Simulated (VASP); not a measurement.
# HfN (F-43m) in VASP: a series of runs

The runs below take HfN through single point, with PBE.

Program: VASP 6.6.1. These are calculated values, not measurements. Logs are shortened: lines on timing, memory, paths and dates and some standing lists are left out, and cuts for length are marked.

**1. The cell of the first run**

It takes space group F-43m (No. 216, cubic). Conventional cell: a = 5.109 Å, b = 5.109 Å, c = 5.109 Å, α = 90.00°, β = 90.00°, γ = 90.00°. Within 2.9 Å of Hf (site symmetry -43m) lie 4 N at 2.21 Å. Within 2.9 Å of N (site symmetry -43m) lie 4 Hf at 2.21 Å.

**2. Single point, PBE (strained)**

Contents of INCAR:

```
PREC = Accurate ; ENCUT = 520
EDIFF = 1E-6 ; ISMEAR = 0
SIGMA = 0.1 ; LREAL = False
LASPH = True ; NELM = 60
ALGO = Normal ; ISIF = 2
LWAVE = False ; LCHARG = True
GGA = PE ; LELF = True
LVHAR = True ; NBANDS = 14
```

Contents of KPOINTS:

```
Automatic mesh
0
Gamma
  14 14 14
```

Contents of POSCAR:

```
HfN
1.0
    0.0000000000      2.5544386768      2.5544386768
    2.5544386768      0.0000000000      2.5544386768
    2.5544386768      2.5544386768      0.0000000000
Hf N
1 1
Direct
    0.0000000000      0.0000000000      0.0000000000
    0.7500000000      0.7500000000      0.7500000000
```

Potentials or basis: VASP PAW PBE potentials, release 64 (Hf_pv, N).

Launch:

```
cat potpaw_PBE.64/Hf_pv/POTCAR potpaw_PBE.64/N/POTCAR > POTCAR
mpirun -np 1 vasp_std > vasp.out
```

OUTCAR:

```text
PREC = Accurate
   ENCUT = 520
   EDIFF = 1E-6
   ISMEAR = 0
   LREAL = False
   LASPH = True
   NELM = 60
   ISIF = 2
   GGA = PE

 ion  position               nearest neighbor table
   1  0.000  0.000  0.000-   2 2.21   2 2.21   2 2.21   2 2.21
   2  0.750  0.750  0.750-   1 2.21   1 2.21   1 2.21   1 2.21

  LATTYP: Found a face centered cubic cell.
 ALAT       =     5.1088773536

  Lattice vectors:

 A1 = (   0.0000000000,   2.5544386768,   2.5544386768)
 A2 = (   2.5544386768,   0.0000000000,   2.5544386768)
 A3 = (   2.5544386768,   2.5544386768,   0.0000000000)

Analysis of symmetry for initial positions (statically):
=====================================================================
 Subroutine PRICEL returns:
 Original cell was already a primitive cell.

 Routine SETGRP: Setting up the symmetry group for a
 face centered cubic supercell.

 Subroutine GETGRP returns: Found 24 space group operations
 (whereof 24 operations were pure point group operations)
 out of a pool of 48 trial point group operations.

The static configuration has the point symmetry T_d .

Analysis of symmetry for dynamics (positions and initial velocities):
=====================================================================
 Subroutine PRICEL returns:
 Original cell was already a primitive cell.

 Routine SETGRP: Setting up the symmetry group for a
 face centered cubic supercell.

 Subroutine GETGRP returns: Found 24 space group operations
 (whereof 24 operations were pure point group operations)
 out of a pool of 48 trial point group operations.

The dynamic configuration has the point symmetry T_d .

 Subroutine INISYM returns: Found 24 space group operations
 (whereof 24 operations are pure point group operations),
 and found     1 'primitive' translations

----------------------------------------------------------------------------------------

                                     Primitive cell

  volume of cell :      33.3362

  direct lattice vectors                    reciprocal lattice vectors
     0.000000000  2.554438677  2.554438677    -0.195737719  0.195737719  0.195737719
     2.554438677  0.000000000  2.554438677     0.195737719 -0.195737719  0.195737719
     2.554438677  2.554438677  0.000000000     0.195737719  0.195737719 -0.195737719

  length of vectors
     3.612521821  3.612521821  3.612521821     0.339027674  0.339027674  0.339027674

  position of ions in fractional coordinates (direct lattice)
     0.000000000  0.000000000  0.000000000
[... 88 lines left out ...]
   PSTRESS=    0.0 pullay stress
   NELECT =      15.0000    total number of electrons
   NUPDOWN=      -1.0000    fix difference up-down
   EMIN   =  10.00;   EMAX   =-10.00  energy-range for DOS
   EFERMI =   0.00;   METHOD = LEGACY
   ISMEAR =     0;   SIGMA  =   0.10  broadening in eV -4-tet -1-fermi 0-gaus
   EFERMI_NEDOS =   21; number of points for ismear=-14 and -15
   IALGO  =     38    algorithm
   IMIX   =      4    mixing-type and parameters
     AMIX     =   0.40;   BMIX     =  1.00
     AMIX_MAG =   1.60;   BMIX_MAG =  1.00
  volume/ion in A,a.u.               =      16.67       112.48
  Fermi-wavevector in a.u.,A,eV,Ry     =   1.254488  2.370638 21.412027  1.573740
  Thomas-Fermi vector in A             =   2.388290
   LORBIT       =      0    0 simple, 1 ext, 2 COOP (PROOUT), +10 PAW based schemes
   GGA     = PE    functional components
   LHFCALC =     F    Hartree Fock is set to
   AEXX    =    0.0000 exact exchange contribution
   IVDW    =     0    specifies the selected vdW correction
   LEPSILON=     F    determine dielectric tensor
   LRPA    =     F    only Hartree local field effects (RPA)
 non-spin polarized calculation
 Gauss-broadening in eV      SIGMA  =   0.10
  energy-cutoff  :      520.00
  volume of cell :       33.34
 maximum number of plane-waves:       934
   NGX = 13   NGY = 13   NGZ = 13

 number of electron      15.0000001 magnetization

 Free energy of the ion-electron system (eV)
  ---------------------------------------------------
  ext. energy  EPLUGINS =         0.00000000
  ---------------------------------------------------
  free energy    TOTEN  =       -20.98102873 eV

  energy without entropy =      -20.97722366  energy(sigma->0) =      -20.97912620

 E-fermi :   4.8952     XC(G=0): -10.6656

 val. band max:        4.8764740028   @ k =   0.4286   0.2143   0.0000
 cond. band min:       4.9258186500   @ k =  -0.2857   0.2857   0.0714
 fundamental gap:      0.0493446472
 Fermi energy:         4.8951850476

 k-point     1 :       0.0000    0.0000    0.0000
  band No.  band energies     occupation
      1     -26.6705      2.00000
      2     -26.6705      2.00000
      3     -26.6705      2.00000
      4     -10.6832      2.00000
      5      -0.0392      2.00000
      6      -0.0392      2.00000
      7      -0.0392      2.00000
      8       3.8914      2.00000
      9       6.8424      0.00000
     10       6.8424      0.00000
     11      10.6893      0.00000
     12      10.6893      0.00000
     13      10.6893      0.00000
     14      17.1094      0.00000
[... 377 lines left out ...]
      1     -26.8148      2.00000
      2     -26.7075      2.00000
      3     -26.7058      2.00000
      4     -10.1503      2.00000
      5      -0.9050      2.00000
      6       0.3645      2.00000
      7       0.4290      2.00000
      8       5.4082      0.00000
      9       6.5774      0.00000
     10       7.2194      0.00000
     11       9.6871      0.00000
     12      10.4211      0.00000
     13      10.9714      0.00000
     14      13.6945      0.00000

 [... further k-points ...]

------------------------ aborting loop because EDIFF is reached ----------------------------------------

  FORCE on cell =-STRESS in cart. coord.  units (eV):
  Direction    XX          YY          ZZ          XY          YZ          ZX
  --------------------------------------------------------------------------------------
  -------------------------------------------------------------------------------------
  Total       -3.8220398     -3.8220398     -3.8220398      0.0000000      0.0000000      0.0000000
  in kB     -183.6916196   -183.6916196   -183.6916196      0.0000000      0.0000000      0.0000000
  external PRESSURE =    -183.6916196 kB  Pullay stress =       0.0000000 kB

 VOLUME and BASIS-vectors are now :
 -----------------------------------------------------------------------------
  energy-cutoff  :      520.00
  volume of cell :       33.34
      direct lattice vectors                 reciprocal lattice vectors
     0.000000000  2.554438677  2.554438677    -0.195737719  0.195737719  0.195737719
     2.554438677  0.000000000  2.554438677     0.195737719 -0.195737719  0.195737719
     2.554438677  2.554438677  0.000000000     0.195737719  0.195737719 -0.195737719

 POSITION                                       TOTAL-FORCE (eV/Angst)
 -----------------------------------------------------------------------------------
      0.00000      0.00000      0.00000        -0.000000     -0.000000     -0.000000
      3.83166      3.83166      3.83166         0.000000      0.000000      0.000000
 -----------------------------------------------------------------------------------
    total drift:                               -0.000000     -0.000000     -0.000000

  FREE ENERGIE OF THE ION-ELECTRON SYSTEM (eV)
  ---------------------------------------------------
  free  energy   TOTEN  =       -20.9810287339 eV

  energy  without entropy=      -20.9772236575  energy(sigma->0) =      -20.97912620
```

It took 56 s on 1 thread of Intel Xeon 8259CL, shared host; peak memory 0.19 GiB.

Results:

```
Free energy            : -20.9810 eV
Pressure               : -18.4 GPa
Band gap on the k mesh : zero (an odd number of electrons rules out a gap without spin polarisation)
```

Levels at points of the mesh, in eV from the Fermi level:
```tsv
k point	band 5	band 6	band 7	band 8	band 9	band 10	band 11	band 12
(0.00, 0.00, 0.00)	-4.93	-4.93	-4.93	-1.00	1.95	1.95	5.79	5.79
(0.50, 0.00, 0.00)	-5.44	-4.44	-4.44	1.31	2.36	2.36	3.78	4.54
(0.50, 0.50, 0.00)	-6.27	-3.46	-3.46	-1.07	1.85	3.43	3.99	3.99
```

Caveat: the cell differs from its parent crystal (strained); the cell stands under tension; spin-orbit coupling is left out, which moves the levels of the heavy elements.

**3. Single point, PBE (strained)**

Contents of INCAR:

```
PREC = Accurate
ENCUT = 520
EDIFF = 1E-6
ISMEAR = 0
SIGMA = 0.1
LREAL = F
LASPH = T
NELM = 60
ALGO = Normal
ISIF = 2
LWAVE = F
LCHARG = F
GGA = PE
NBANDS = 14
```

KPOINTS is that of step 2.

Contents of POSCAR:

```
HfN
1.0
    0.0000000000      2.5443002619      2.5443002619
    2.5443002619      0.0000000000      2.5443002619
    2.5443002619      2.5443002619      0.0000000000
Hf N
1 1
Direct
    0.0000000000      0.0000000000      0.0000000000
    0.7500000000      0.7500000000      0.7500000000
```

Potentials or basis: VASP PAW PBE potentials, release 64 (Hf_pv, N).

Launch:

```
cat potpaw_PBE.64/Hf_pv/POTCAR potpaw_PBE.64/N/POTCAR > POTCAR
mpirun -np 1 vasp_std > vasp.out
```

Wall time 65 s (1 thread of Intel Xeon 8259CL, shared host); peak memory 0.19 GiB.

The run converged. Its results:

```yaml
Free_energy: -21.0245 eV
Pressure: -17.0 GPa
Band_gap_on_the_k_mesh: zero (an odd number of electrons rules out a gap without spin polarisation)
```

Levels at points of the mesh, in eV from the Fermi level:
```tsv
k point	band 4	band 5	band 6	band 7	band 8	band 9	band 10	band 11	band 12	band 13
(0.00, 0.00, 0.00)	-15.64	-4.99	-4.99	-4.99	-0.98	1.97	1.97	5.87	5.87	5.87
(0.50, 0.00, 0.00)	-14.77	-5.47	-4.48	-4.48	1.33	2.39	2.39	3.83	4.61	4.61
(0.50, 0.50, 0.00)	-14.48	-6.33	-3.48	-3.48	-1.08	1.88	3.48	4.05	4.05	8.87
```

Caveat: the cell differs from its parent crystal (strained); the cell stands under tension; spin-orbit coupling is left out, which moves the levels of the heavy elements.

**4. Single point, PBE (strained)**

Contents of INCAR:

```
PREC = Accurate
ENCUT = 520
EDIFF = 1E-6
ISMEAR = 0
SIGMA = 0.1
LREAL = False
LASPH = True
NELM = 100
ALGO = Normal
ISIF = 2
LWAVE = False
LCHARG = True
GGA = PE
LELF = True
LVHAR = True
NBANDS = 14
```

KPOINTS is that of step 3.

Contents of POSCAR:

```
HfN
1.0
    0.0000000000      2.5641352237      2.5641352237
    2.5641352237      0.0000000000      2.5641352237
    2.5641352237      2.5641352237      0.0000000000
Hf N
1 1
Direct
    0.0000000000      0.0000000000      0.0000000000
    0.7500000000      0.7500000000      0.7500000000
```

Potentials or basis: VASP PAW PBE potentials, release 64 (Hf_pv, N).

Launch:

```
cat potpaw_PBE.64/Hf_pv/POTCAR potpaw_PBE.64/N/POTCAR > POTCAR
mpirun -np 1 vasp_std > vasp.out
```

OUTCAR:

```text
PREC = Accurate
   ENCUT = 520
   EDIFF = 1E-6
   ISMEAR = 0
   LREAL = False
   LASPH = True
   NELM = 100
   ISIF = 2
   GGA = PE

 ion  position               nearest neighbor table
   1  0.000  0.000  0.000-   2 2.22   2 2.22   2 2.22   2 2.22
   2  0.750  0.750  0.750-   1 2.22   1 2.22   1 2.22   1 2.22

  LATTYP: Found a face centered cubic cell.
 ALAT       =     5.1282704474

  Lattice vectors:

 A1 = (   0.0000000000,   2.5641352237,   2.5641352237)
 A2 = (   2.5641352237,   0.0000000000,   2.5641352237)
 A3 = (   2.5641352237,   2.5641352237,   0.0000000000)

Analysis of symmetry for initial positions (statically):
=====================================================================
 Subroutine PRICEL returns:
 Original cell was already a primitive cell.

 Routine SETGRP: Setting up the symmetry group for a
 face centered cubic supercell.

 Subroutine GETGRP returns: Found 24 space group operations
 (whereof 24 operations were pure point group operations)
 out of a pool of 48 trial point group operations.

The static configuration has the point symmetry T_d .

[... 172 lines left out ...]
      4     -10.7083      2.00000
      5      -0.0720      2.00000
      6      -0.0720      2.00000
      7      -0.0720      2.00000
      8       3.7868      2.00000
      9       6.7343      0.00000
     10       6.7343      0.00000
     11      10.5357      0.00000
     12      10.5357      0.00000
     13      10.5357      0.00000
     14      16.9242      0.00000
[... 377 lines left out ...]
      1     -26.9291      2.00000
      2     -26.8271      2.00000
      3     -26.8256      2.00000
      4     -10.1889      2.00000
      5      -0.9372      2.00000
      6       0.3233      2.00000
      7       0.3871      2.00000
      8       5.3242      0.00000
      9       6.4643      0.00000
     10       7.1056      0.00000
     11       9.5222      0.00000
     12      10.2580      0.00000
     13      10.7970      0.00000
     14      13.5471      0.00000

 [... further k-points ...]

------------------------ aborting loop because EDIFF is reached ----------------------------------------

  FORCE on cell =-STRESS in cart. coord.  units (eV):
  Direction    XX          YY          ZZ          XY          YZ          ZX
  --------------------------------------------------------------------------------------
  -------------------------------------------------------------------------------------
  Total       -4.1310473     -4.1310473     -4.1310473      0.0000000      0.0000000      0.0000000
  in kB     -196.2989525   -196.2989525   -196.2989525      0.0000000      0.0000000      0.0000000
  external PRESSURE =    -196.2989525 kB  Pullay stress =       0.0000000 kB

 VOLUME and BASIS-vectors are now :
 -----------------------------------------------------------------------------
  energy-cutoff  :      520.00
  volume of cell :       33.72
      direct lattice vectors                 reciprocal lattice vectors
     0.000000000  2.564135224  2.564135224    -0.194997516  0.194997516  0.194997516
     2.564135224  0.000000000  2.564135224     0.194997516 -0.194997516  0.194997516
     2.564135224  2.564135224  0.000000000     0.194997516  0.194997516 -0.194997516

 POSITION                                       TOTAL-FORCE (eV/Angst)
 -----------------------------------------------------------------------------------
      0.00000      0.00000      0.00000         0.000000      0.000000      0.000000
      3.84620      3.84620      3.84620        -0.000000     -0.000000     -0.000000
 -----------------------------------------------------------------------------------
    total drift:                               -0.000000     -0.000000     -0.000000

  FREE ENERGIE OF THE ION-ELECTRON SYSTEM (eV)
  ---------------------------------------------------
  free  energy   TOTEN  =       -20.9359912268 eV

  energy  without entropy=      -20.9322433149  energy(sigma->0) =      -20.93411727
```

It took 59 s on 1 thread of Intel Xeon 8259CL, shared host; peak memory 0.19 GiB.

Results:

- Free energy: -20.9360 eV
- Pressure: -19.6 GPa
- Band gap on the k mesh: zero (an odd number of electrons rules out a gap without spin polarisation)

Caveat: the cell differs from its parent crystal (strained); the cell stands under tension; spin-orbit coupling is left out, which moves the levels of the heavy elements.

**5. Single point, PBE (strained)**

Contents of INCAR:

```
  PREC = Accurate
  ENCUT = 520
  EDIFF = 1E-6
  ISMEAR = 0
  SIGMA = 0.1
  LREAL = False
  LASPH = True
  NELM = 100
  ALGO = Normal
  ISIF = 2
  LWAVE = False
  LCHARG = False
  GGA = PE
  NBANDS = 14
```

KPOINTS is that of step 4.

Contents of POSCAR:

```
HfN
1.0
    0.0000000000      2.5734144508      2.5734144508
    2.5734144508      0.0000000000      2.5734144508
    2.5734144508      2.5734144508      0.0000000000
Hf N
1 1
Direct
    0.0000000000      0.0000000000      0.0000000000
    0.7500000000      0.7500000000      0.7500000000
```

Launch:

```
cat potpaw_PBE.64/Hf_pv/POTCAR potpaw_PBE.64/N/POTCAR > POTCAR
mpirun -np 1 vasp_std > vasp.out
```

It took 55 s on 1 thread of Intel Xeon 8259CL, shared host; peak memory 0.19 GiB.

It converged, with:

| Item | Value |
| --- | --- |
| Free energy | -20.8898 eV |
| Pressure | -20.8 GPa |
| Band gap on the k mesh | zero (an odd number of electrons rules out a gap without spin polarisation) |

Levels at points of the mesh, in eV from the Fermi level:
| k point | band 5 | band 6 | band 7 | band 8 | band 9 | band 10 | band 11 | band 12 |
| --- | --- | --- | --- | --- | --- | --- | --- | --- |
| (0.00, 0.00, 0.00) | -4.84 | -4.84 | -4.84 | -1.05 | 1.89 | 1.89 | 5.65 | 5.65 |
| (0.50, 0.00, 0.00) | -5.38 | -4.36 | -4.36 | 1.27 | 2.29 | 2.29 | 3.70 | 4.42 |
| (0.50, 0.50, 0.00) | -6.16 | -3.42 | -3.42 | -1.05 | 1.79 | 3.32 | 3.88 | 3.88 |

Caveat: the cell differs from its parent crystal (strained); the cell stands under tension; spin-orbit coupling is left out, which moves the levels of the heavy elements.

**6. Overview**

| cell | gap on the mesh (eV) | pressure (GPa) |
| --- | --- | --- |
| a = 3.613 Å, angles 60.0°, 2 atoms | none | -18.4 |
| a = 3.598 Å, angles 60.0°, 2 atoms | none | -17.0 |
| a = 3.626 Å, angles 60.0°, 2 atoms | none | -19.6 |
| a = 3.639 Å, angles 60.0°, 2 atoms | none | -20.8 |

Alike in all rows: task single point; level PBE; potentials or basis VASP PAW PBE potentials, release 64 (Hf_pv, N); no spin polarisation; k mesh 14 × 14 × 14; cutoff (eV) 520; smearing gaussian 0.1 eV.

Caveats: the cell stands under tension; spin-orbit coupling is left out, which moves the levels of the heavy elements.

Absolute energies hang on the potentials; compare differences alone.
